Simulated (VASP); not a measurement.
# AlRu (NiAs type) (P6_3/mmc) in VASP: notebook

The runs below take AlRu (NiAs type) through relaxation of shape and atoms at fixed volume, with PBE.

All numbers are computed with VASP 6.6.1; they aren't measurements. Logs are shortened: lines on timing, memory, paths and dates and some standing lists are left out, and cuts for length are marked.

**1. The cell of the first run**

It takes space group P6_3/mmc (No. 194, hexagonal). The conventional cell has a = 2.686 Å, b = 2.686 Å, c = 7.234 Å, α = 90.00°, β = 90.00°, γ = 120.00°. Ru (site symmetry -3m) has 6 Al at 2.38 Å and 6 Ru at 2.69 Å within 3.1 Å. Al (site symmetry -6m2) has 6 Ru at 2.38 Å and 6 Al at 2.69 Å within 3.1 Å.

**2. Relaxation of shape and atoms at fixed volume, PBE**

Input file INCAR:

```
  PREC = Accurate
  ENCUT = 600
  EDIFF = 1E-6
  ISMEAR = -1
  SIGMA = 0.08
  LREAL = F
  LASPH = T
  NELM = 60
  ALGO = Normal
  ISIF = 4
  LWAVE = F
  LCHARG = F
  GGA = PE
  IBRION = 2
  NSW = 50
  EDIFFG = -0.005
```

Input file KPOINTS:

```
Automatic mesh
0
Gamma
  11 11 6
```

Input file POSCAR:

```
AlRu
1.0
    2.6864203055      0.0000000000      0.0000000000
   -1.3432101528      2.3265082298      0.0000000000
    0.0000000000      0.0000000000      7.2340586031
Ru Al
2 2
Direct
    0.0000000000      0.0000000000      0.0000000000
    0.0000000000      0.0000000000      0.5000000000
    0.3333333333      0.6666666667      0.2500000000
    0.6666666667      0.3333333333      0.7500000000
```

Potentials or basis: VASP PAW PBE potentials, release 64 (Ru_pv, Al).

Command:

```console
> cat potpaw_PBE.64/Ru_pv/POTCAR potpaw_PBE.64/Al/POTCAR > POTCAR
> mpirun -np 1 vasp_std > vasp.out
```

OUTCAR:

```text
PREC = Accurate
   ENCUT = 600
   EDIFF = 1E-6
   ISMEAR = -1
   LREAL = F
   LASPH = T
   NELM = 60
   ISIF = 4
   GGA = PE
   IBRION = 2
   NSW = 50
   EDIFFG = -0.005

 ion  position               nearest neighbor table
   1  0.000  0.000  0.000-   3 2.38   4 2.38   4 2.38   3 2.38   4 2.38   3 2.38
   2  0.000  0.000  0.500-   3 2.38   4 2.38   4 2.38   3 2.38   4 2.38   3 2.38
   3  0.333  0.667  0.250-   1 2.38   2 2.38   1 2.38   2 2.38   1 2.38   2 2.38
   4  0.667  0.333  0.750-   1 2.38   2 2.38   1 2.38   2 2.38   1 2.38   2 2.38

  LATTYP: Found a hexagonal cell.
 ALAT       =     2.6864203055
 C/A-ratio  =     2.6928245697

  Lattice vectors:

 A1 = (   2.6864203055,   0.0000000000,   0.0000000000)
 A2 = (  -1.3432101528,   2.3265082298,   0.0000000000)
 A3 = (   0.0000000000,   0.0000000000,   7.2340586031)

Analysis of symmetry for initial positions (statically):
=====================================================================
 Subroutine PRICEL returns:
 Original cell was already a primitive cell.

 Routine SETGRP: Setting up the symmetry group for a
 hexagonal supercell.

 Subroutine GETGRP returns: Found 24 space group operations
 (whereof 12 operations were pure point group operations)
 out of a pool of 24 trial point group operations.

The static configuration has the point symmetry D_3d.
 The point group associated with its full space group is D_6h.

Analysis of symmetry for dynamics (positions and initial velocities):
=====================================================================
 Subroutine PRICEL returns:
 Original cell was already a primitive cell.

 Routine SETGRP: Setting up the symmetry group for a
 hexagonal supercell.

 Subroutine GETGRP returns: Found 24 space group operations
 (whereof 12 operations were pure point group operations)
 out of a pool of 24 trial point group operations.

The dynamic configuration has the point symmetry D_3d.
 The point group associated with its full space group is D_6h.

 Subroutine INISYM returns: Found 24 space group operations
 (whereof 12 operations are pure point group operations),
 and found     1 'primitive' translations

----------------------------------------------------------------------------------------

                                     Primitive cell

  volume of cell :      45.2127

  direct lattice vectors                    reciprocal lattice vectors
     2.686420305  0.000000000  0.000000000     0.372242571  0.214914348  0.000000000
    -1.343210153  2.326508230  0.000000000     0.000000000  0.429828697  0.000000000
     0.000000000  0.000000000  7.234058603     0.000000000  0.000000000  0.138234987

  length of vectors
     2.686420305  2.686420306  7.234058603     0.429828697  0.429828697  0.138234987

  position of ions in fractional coordinates (direct lattice)
     0.000000000  0.000000000  0.000000000
     0.000000000  0.000000000  0.500000000
     0.333333333  0.666666667  0.250000000
     0.666666667  0.333333333  0.750000000

  ion indices of the primitive-cell ions
   primitive index   ion index
                 1           1
                 2           2
                 3           3
                 4           4

----------------------------------------------------------------------------------------

 KPOINTS: Automatic mesh

Automatic generation of k-mesh.
 Grid dimensions read from file:
 generate k-points for:   11   11    6

 Generating k-lattice:

  Cartesian coordinates                     Fractional coordinates (reciprocal lattice)
     0.033840234  0.019537668  0.000000000     0.090909091  0.000000000  0.000000000
     0.000000000  0.039075336  0.000000000     0.000000000  0.090909091  0.000000000
     0.000000000  0.000000000  0.023039165     0.000000000  0.000000000  0.166666667

  Length of vectors
     0.039075336  0.039075336  0.023039165

  Shift w.r.t. Gamma in fractional coordinates (k-lattice)
     0.000000000  0.000000000  0.000000000

 Subroutine IBZKPT returns following result:
 ===========================================

 Found     64 irreducible k-points:

 Following reciprocal coordinates:
            Coordinates               Weight
  0.000000  0.000000  0.000000      1.000000
  0.090909 -0.000000  0.000000      6.000000
  0.181818  0.000000  0.000000      6.000000
  0.272727  0.000000  0.000000      6.000000
  0.363636  0.000000  0.000000      6.000000
  0.454545 -0.000000  0.000000      6.000000
[... 16 lines left out ...]
  0.090909  0.090909  0.166667     12.000000
  0.181818  0.090909  0.166667     24.000000
 [... further k-points ...]
   k-points           NKPTS =     64   k-points in BZ     NKDIM =     64   number of bands    NBANDS=     21
   number of dos      NEDOS =    301   number of ions     NIONS =      4
   total plane-waves  NPLWV =  34560
   dimension x,y,z NGX =    24 NGY =   24 NGZ =   60
   dimension x,y,z NGXF=    48 NGYF=   48 NGZF=  120
   ions per type =               2   2
   NGX,Y,Z   is equivalent  to a cutoff of  14.85, 14.85, 13.79 a.u.
   NGXF,Y,Z  is equivalent  to a cutoff of  29.70, 29.70, 27.58 a.u.
 SYSTEM =  unknown system
   PREC   = accura    normal or accurate (medium, high low for compatibility)
   ISTART =      0    job   : 0-new  1-cont  2-samecut
   ICHARG =      2    charge: 1-file 2-atom 10-const
   ISPIN  =      1    spin polarized calculation?
   LNONCOLLINEAR =      F non collinear calculations
   LSORBIT =      F    spin-orbit coupling
   LASPH  =      T    aspherical Exc in radial PAW
   ENCUT  =  600.0 eV  44.10 Ry    6.64 a.u.   5.37  5.37 14.45*2*pi/ulx,y,z
   NELM   =     60;   NELMIN=  2; NELMDL= -5     # of ELM steps
   EDIFF  = 0.1E-05   stopping-criterion for ELM
   LREAL  =      F    real-space projection
   EDIFFG = -.5E-02   stopping-criterion for IOM
   NSW    =     50    number of steps for IOM
   IBRION =      2    ionic relax: 0-MD 1-quasi-New 2-CG
   NFREE  =      1    steps in history (QN), initial steepest desc. (CG)
   ISIF   =      4    stress and relaxation
   ISYM   =      2    0-nonsym 1-usesym 2-fastsym
   POTIM  = 0.5000    time-step for ionic-motion
   TEBEG  =    0.0;   TEEND  =   0.0 temperature during run
   PSTRESS=    0.0 pullay stress
   NELECT =      34.0000    total number of electrons
   NUPDOWN=      -1.0000    fix difference up-down
   EMIN   =  10.00;   EMAX   =-10.00  energy-range for DOS
   EFERMI =   0.00;   METHOD = LEGACY
   ISMEAR =    -1;   SIGMA  =   0.08  broadening in eV -4-tet -1-fermi 0-gaus
   EFERMI_NEDOS =   21; number of points for ismear=-14 and -15
   IALGO  =     38    algorithm
   IMIX   =      4    mixing-type and parameters
     AMIX     =   0.40;   BMIX     =  1.00
     AMIX_MAG =   1.60;   BMIX_MAG =  1.00
  volume/ion in A,a.u.               =      11.30        76.28
  Fermi-wavevector in a.u.,A,eV,Ry     =   1.488724  2.813281 30.154593  2.216300
  Thomas-Fermi vector in A             =   2.601723
   LORBIT       =      0    0 simple, 1 ext, 2 COOP (PROOUT), +10 PAW based schemes
   GGA     = PE    functional components
   LHFCALC =     F    Hartree Fock is set to
   AEXX    =    0.0000 exact exchange contribution
   IVDW    =     0    specifies the selected vdW correction
   LEPSILON=     F    determine dielectric tensor
   LRPA    =     F    only Hartree local field effects (RPA)
 conjugate gradient relaxation of ions
 non-spin polarized calculation
  energy-cutoff  :      600.00
  volume of cell :       45.21
 maximum number of plane-waves:      1565
 NGX is ok and might be reduce to    24
   NGX = 11   NGY = 11   NGZ = 29

--------------------------------------- Ionic step        1  -------------------------------------------

 number of electron      34.0000003 magnetization

 Free energy of the ion-electron system (eV)
  ---------------------------------------------------
  ext. energy  EPLUGINS =         0.00000000
  ---------------------------------------------------
  free energy    TOTEN  =       -25.83116347 eV

  energy without entropy =      -25.79965549  energy(sigma->0) =      -25.81540948

------------------------ aborting loop because EDIFF is reached ----------------------------------------

  FORCE on cell =-STRESS in cart. coord.  units (eV):
  Direction    XX          YY          ZZ          XY          YZ          ZX
  --------------------------------------------------------------------------------------
  -------------------------------------------------------------------------------------
  Total       19.0109620     19.0109620     20.9653578     -0.0000000      0.0000000      0.0000000
  in kB      673.6806902    673.6806902    742.9375053     -0.0000000      0.0000000      0.0000000
  external PRESSURE =     696.7662953 kB  Pullay stress =       0.0000000 kB

 VOLUME and BASIS-vectors are now :
 -----------------------------------------------------------------------------
  energy-cutoff  :      600.00
  volume of cell :       45.21
      direct lattice vectors                 reciprocal lattice vectors
     2.686420305  0.000000000  0.000000000     0.372242571  0.214914348  0.000000000
    -1.343210153  2.326508230  0.000000000     0.000000000  0.429828697  0.000000000
     0.000000000  0.000000000  7.234058603     0.000000000  0.000000000  0.138234987
[... 39 lines left out ...]
 POSITION                                       TOTAL-FORCE (eV/Angst)
 -----------------------------------------------------------------------------------
     -1.33274      2.30837     -0.00000         0.000000     -0.000000     -0.000000
     -1.33274      2.30837      3.67409         0.000000     -0.000000     -0.000000
     -0.00000      1.53891      1.83705        -0.000000      0.000000     -0.000000
      1.33274      0.76946      5.51114        -0.000000     -0.000000      0.000000
 -----------------------------------------------------------------------------------
    total drift:                               -0.000000      0.000000      0.000000

  FREE ENERGIE OF THE ION-ELECTRON SYSTEM (eV)
  ---------------------------------------------------
  free  energy   TOTEN  =       -25.8454679617 eV

  energy  without entropy=      -25.8060936001  energy(sigma->0) =      -25.82578078

--------------------------------------- Ionic step        3  -------------------------------------------

 number of electron      33.9999999 magnetization

 Free energy of the ion-electron system (eV)
  ---------------------------------------------------
  ext. energy  EPLUGINS =         0.00000000
  ---------------------------------------------------
  free energy    TOTEN  =       -25.84557625 eV

  energy without entropy =      -25.80685460  energy(sigma->0) =      -25.82621542

 E-fermi :  13.6781     XC(G=0): -13.4439

 val. band max:       13.6640354443   @ k =   0.0000   0.0000   0.0000
 cond. band min:      13.6804940986   @ k =   0.0909   0.0909   0.3333
 fundamental gap:      0.0164586543
 Fermi energy:        13.6781483189

 k-point     1 :       0.0000    0.0000    0.0000
  band No.  band energies     occupation
      1     -28.7362      2.00000
      2     -28.6975      2.00000
      3     -28.3111      2.00000
      4     -28.3111      2.00000
      5     -28.3103      2.00000
      6     -28.3103      2.00000
[... 13 lines left out ...]
     20      13.8052      0.33921
     21      21.5357      0.00000
[... 529 lines left out ...]
 k-point    24 :       0.1818    0.0909    0.1667
  band No.  band energies     occupation
      1     -28.7306      2.00000
      2     -28.7279      2.00000
      3     -28.6601      2.00000
      4     -28.6328      2.00000
      5     -28.4281      2.00000
      6     -28.4275      2.00000
[... 13 lines left out ...]
     20      17.5220      0.00000
     21      20.1892      0.00000

 [... further k-points ...]

------------------------ aborting loop because EDIFF is reached ----------------------------------------

  FORCE on cell =-STRESS in cart. coord.  units (eV):
  Direction    XX          YY          ZZ          XY          YZ          ZX
  --------------------------------------------------------------------------------------
  -------------------------------------------------------------------------------------
  Total       19.5690681     19.5690681     19.5661284     -0.0000000     -0.0000000      0.0000000
  in kB      693.4579791    693.4579790    693.3538075     -0.0000000     -0.0000000      0.0000000
  external PRESSURE =     693.4232552 kB  Pullay stress =       0.0000000 kB

 VOLUME and BASIS-vectors are now :
 -----------------------------------------------------------------------------
  energy-cutoff  :      600.00
  volume of cell :       45.21
      direct lattice vectors                 reciprocal lattice vectors
     2.667224346 -0.000000000  0.000000000     0.374921593  0.216461082  0.000000000
    -1.333612173  2.309884042 -0.000000000     0.000000000  0.432922165  0.000000000
     0.000000000  0.000000000  7.338560046    -0.000000000 -0.000000000  0.136266515

 POSITION                                       TOTAL-FORCE (eV/Angst)
 -----------------------------------------------------------------------------------
      0.00000     -0.00000      0.00000         0.000000      0.000000     -0.000000
      0.00000     -0.00000      3.66928         0.000000      0.000000     -0.000000
     -0.00000      1.53992      1.83464        -0.000000      0.000000     -0.000000
      1.33361      0.76996      5.50392        -0.000000     -0.000000      0.000000
 -----------------------------------------------------------------------------------
    total drift:                               -0.000000      0.000000      0.000000

  FREE ENERGIE OF THE ION-ELECTRON SYSTEM (eV)
  ---------------------------------------------------
  free  energy   TOTEN  =       -25.8455762458 eV

  energy  without entropy=      -25.8068546003  energy(sigma->0) =      -25.82621542

 reached required accuracy - stopping structural energy minimisation
```

Wall time 55 s (1 thread of Intel Xeon 6975P-C (Granite Rapids), shared host); peak memory 0.22 GiB.

What came out:

| Item | Value |
| --- | --- |
| Free energy | -25.8456 eV |
| Energy gained by relaxing | 3.6 meV/atom |
| Ionic steps | 3 |
| Pressure after relaxing | 69.3 GPa |
| Band gap on the k mesh | zero (bands 17 and 18 overlap by 3.14 eV) |

Step by step:
```
step  energy change (eV)  largest force (eV/Å)  pressure (GPa)  volume (Å³)
   1              0.0000                0.0000           69.68        45.21
   2             -0.0143                0.0000           69.35        45.21
   3             -0.0144                0.0000           69.34        45.21
```

Final structure:
```
CELL_PARAMETERS angstrom
2.66722 0.00000 0.00000
-1.33361 2.30988 0.00000
0.00000 0.00000 7.33856
ATOMIC_POSITIONS crystal
Ru 0.00000 0.00000 0.00000
Ru 0.00000 0.00000 0.50000
Al 0.33333 0.66667 0.25000
Al 0.66667 0.33333 0.75000
```

(Part 1 of 2 ends here.)
